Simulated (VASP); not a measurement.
Wanted: the native input for a VASP 6.6.1 run.

```yaml
Task: relaxation of cell and atoms
Functional: r2SCAN
Potentials_or_basis: VASP PAW PBE potentials, release 64 (In_d, P)
Cutoff: 550 eV
k_mesh: 8 × 8 × 8
Occupations: gaussian, width 0.01 eV
Spin: no spin polarisation
Target_pressure: 2 GPa
Dipole_correction: no
Further_INCAR_settings: ALGO = Normal; EDIFF = 1e-07; IBRION = 2; EDIFFG = -0.002; NSW = 100; ISIF = 3
```

Crystal: InP.

```
In P
1.0
     0.00000    2.95369    2.95369
     2.95369    0.00000    2.95369
     2.95369    2.95369    0.00000
In P
1 1
Direct
  0.00000 0.00000 0.00000
  0.75000 0.75000 0.75000
```

These files were run (other wordings do the same):

POSCAR

```
InP
1.0
    0.0000000000      2.9536850844      2.9536850844
    2.9536850844      0.0000000000      2.9536850844
    2.9536850844      2.9536850844      0.0000000000
In P
1 1
Direct
    0.0000000000      0.0000000000      0.0000000000
    0.7500000000      0.7500000000      0.7500000000
```

INCAR.step1

```
SYSTEM = InP
PREC = Accurate
ENCUT = 550
ISMEAR = 0
SIGMA = 0.01
LREAL = .FALSE.
LASPH = .TRUE.
NELM = 120
GGA = PE
ALGO = Normal
EDIFF = 1E-5
LWAVE = .TRUE.
LCHARG = .FALSE.
GGA_COMPAT = .FALSE.
IBRION = 2
ISIF = 3
EDIFFG = -0.005
NELMIN = 4
NSW = 100
```

INCAR.step2

```
SYSTEM = InP
PREC = Accurate
ENCUT = 550
EDIFF = 1E-7
ISMEAR = 0
SIGMA = 0.01
LREAL = .FALSE.
LASPH = .TRUE.
NELM = 120
ALGO = Normal
ISIF = 3
LWAVE = .FALSE.
LCHARG = .FALSE.
METAGGA = R2SCAN
LMIXTAU = .TRUE.
IBRION = 2
NSW = 100
EDIFFG = -0.002
PSTRESS = 20.0
ISTART = 1
GGA_COMPAT = .FALSE.
NELMIN = 4
```

KPOINTS

```
regular mesh
0
G
  8 8 8
  0 0 0
```

Potentials or basis: VASP PAW PBE potentials, release 64 (In_d, P).

Launch:

```bash
$ cat potpaw_PBE.64/In_d/POTCAR potpaw_PBE.64/P/POTCAR > POTCAR
$ cp INCAR.step1 INCAR
$ mpirun -np 1 vasp_std > vasp.out
$ cp INCAR.step2 INCAR
$ mpirun -np 1 vasp_std > vasp.out
```

Results of the run:

The relaxed volume is 25.03 Å³/atom and the relaxed cell is a = 4.137 Å, b = 4.137 Å, c = 4.137 Å, α = 60.00°, β = 60.00°, γ = 60.00°. The space group after relaxing (to 0.1 Å) is F-43m (No. 216). The energy change on relaxing (the run minimises the enthalpy) is +4.2 meV/atom, the ionic steps are 3 and the pressure after relaxing is 2.0 GPa. The band gap on the k mesh is 1.20 eV.

Caveat: the cell is relaxed towards a set pressure, so the run minimises the enthalpy, not the energy; the PAW data sets were made with another functional, which shifts forces and pressure a little; spin-orbit coupling is left out, which moves the levels of the heavy elements.

Wall time 92 s on 1 thread of Intel(R) Xeon(R) 6975P-C (Granite Rapids), on a shared host, peak memory 0.21 GiB.
